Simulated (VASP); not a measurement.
Wanted: the native input for a VASP 6.6.1 run.

```
Task                   : single point
Functional             : PBE
Potentials or basis    : VASP PAW PBE potentials, release 64 (Be, S, Zn, Cd, Hg)
Cutoff                 : 520 eV
k mesh                 : 2 × 2 × 2, shifted
Occupations            : gaussian, width 0.1 eV
Spin                   : no spin polarisation
Dipole correction      : no
Further INCAR settings : LREAL = Auto; ALGO = Normal; EDIFF = 1e-06; NBANDS = 91; ISYM = 0
```

The structure of Be3Zn2Cd2Hg3S10 lies in POSCAR:

```
Be3Zn2Cd2Hg3S10
1.0
    2.7515376021      2.7642435341      5.4529014765
   -2.7665547846     -2.7619917951      5.4592841982
    8.3657123839     -5.6180004940      2.7156576623
Be S Zn Cd Hg
3 10 2 2 3
Direct
    0.1796086770      0.0008686107      0.6053436861
    0.6089040916      0.9982535839      0.7751385507
    0.7883997936      1.0017225868      0.4233721474
    0.5614472873      0.8852562010      0.5990308288
    0.4832577680      0.3393098064      0.7778910651
    0.9671729842      0.8773292263      0.7717137708
    0.4199317527      0.8975900889      0.9613556834
    0.7906889512      0.9016368580      0.2337867848
    0.6840892865      0.3360821145      0.4209006014
    0.1304470197      0.9077973020      0.4305991942
    0.0582168005      0.3363532626      0.6178027265
    0.8997401066      0.3919014758      0.9881471410
    0.2947988501      0.3959033726      0.1941176277
    0.1086524564      0.4994996476      0.7874804105
    0.6951646317      0.5031537549      0.6029417027
    0.0055141306     -0.0045548459     -0.0095328223
    0.5156611206      0.5030389061     -0.0280930961
    0.3988192547     -0.0023738280      0.2049706008
    0.2818956071      0.5070870612      0.4215093865
    0.8852556472      0.5022650976      0.2166169607
```

One way to write it, as run:

INCAR

```
ALGO = Normal
EDIFF = 1E-6
ENCUT = 520
GGA = PE
ISIF = 2
ISMEAR = 0
ISYM = 0
LASPH = True
LCHARG = False
LREAL = Auto
LWAVE = False
NBANDS = 91
NELM = 80
PREC = Accurate
SIGMA = 0.1
```

KPOINTS

```
Automatic mesh
0
Gamma
  2 2 2
  0.5 0.5 0.5
```

Potentials or basis: VASP PAW PBE potentials, release 64 (Be, S, Zn, Cd, Hg).

Run with:

```sh
$ cat potpaw_PBE.64/Be/POTCAR potpaw_PBE.64/S/POTCAR potpaw_PBE.64/Zn/POTCAR potpaw_PBE.64/Cd/POTCAR potpaw_PBE.64/Hg/POTCAR > POTCAR
$ mpirun -np 1 vasp_std > vasp.out
```

It gave:

| Item | Value |
| --- | --- |
| Pressure | 0.2 GPa |
| Largest force | 0.044 eV/Å |
| Band gap on the k mesh | 2.05 eV, indirect (least direct gap 2.07 eV) |

Caveat: spin-orbit coupling is left out, which moves the levels of the heavy elements.

It took 2.9 min on 1 thread of Intel(R) Xeon(R) Platinum 8559C (Emerald Rapids), on a shared host, peak memory 0.52 GiB.
